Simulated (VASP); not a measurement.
Al3InSb4: single point with PBE

Al3InSb4:

```xyz
8
Lattice="4.4571 0.0000 0.0000 -2.2286 3.8600 0.0000 0.0000 0.0000 14.7036" Properties=species:S:1:pos:R:3 pbc="T T T"
Al    2.2286    1.2867    3.7610
Al    2.2286    1.2867   10.9393
Al    0.0000    2.5733    7.3544
In    0.0000    2.5733    0.0283
Sb    2.2286    1.2867    6.4717
Sb    2.2286    1.2867   13.6326
Sb    0.0000    2.5733    2.8911
Sb    0.0000    2.5733   10.0630
```

```yaml
Program: VASP 6.6.1
Task: single point
Functional: PBE
Potentials_or_basis: VASP PAW PBE potentials, release 64 (Al, In_d, Sb)
Cutoff: 520 eV
k_mesh: 12 × 12 × 4
Occupations: gaussian, width 0.02 eV
Spin: no spin polarisation
Dipole_correction: no
Further_INCAR_settings: ALGO = Normal; EDIFF = 1e-06; NBANDS = 31
```

```json
{"Pressure": "0.1 GPa", "Largest force": "0.020 eV/Å", "Band gap on the k mesh": "0.53 eV, direct"}
```

Forces in eV/Å, atoms in the order of the input:
```
Al   0.000  0.000 -0.001
Al   0.000  0.000 -0.002
Al   0.000  0.000 -0.001
In   0.000  0.000 -0.003
Sb   0.000  0.000  0.000
Sb   0.000  0.000  0.020
Sb   0.000  0.000 -0.014
Sb   0.000  0.000  0.000
```

Levels at points of the mesh, in eV from the valence-band top:
| k point | band 17 | band 18 | band 19 | band 20 | band 21 | band 22 | band 23 | band 24 | band 25 | band 26 |
| --- | --- | --- | --- | --- | --- | --- | --- | --- | --- | --- |
| (0.00, 0.00, 0.00) | -0.64 | -0.64 | -0.37 | 0.00 | 0.00 | 0.53 | 0.58 | 1.07 | 1.42 | 2.57 |
| (0.50, 0.00, 0.00) | -2.01 | -1.96 | -1.86 | -1.72 | -1.06 | 0.89 | 0.95 | 1.11 | 1.83 | 2.09 |
| (0.00, 0.00, 0.50) | -1.03 | -0.52 | -0.52 | -0.06 | -0.06 | 0.57 | 0.87 | 1.52 | 1.63 | 2.66 |
| (0.50, 0.00, 0.50) | -2.14 | -1.80 | -1.68 | -1.48 | -1.18 | 0.94 | 0.96 | 1.10 | 1.33 | 2.67 |

Run time: 6.4 min on 1 thread of Intel(R) Xeon(R) Platinum 8488C (Sapphire Rapids), on a shared host, peak memory 0.74 GiB.

Caveat: spin-orbit coupling is left out, which moves the levels of the heavy elements. A k mesh can miss the band edges.
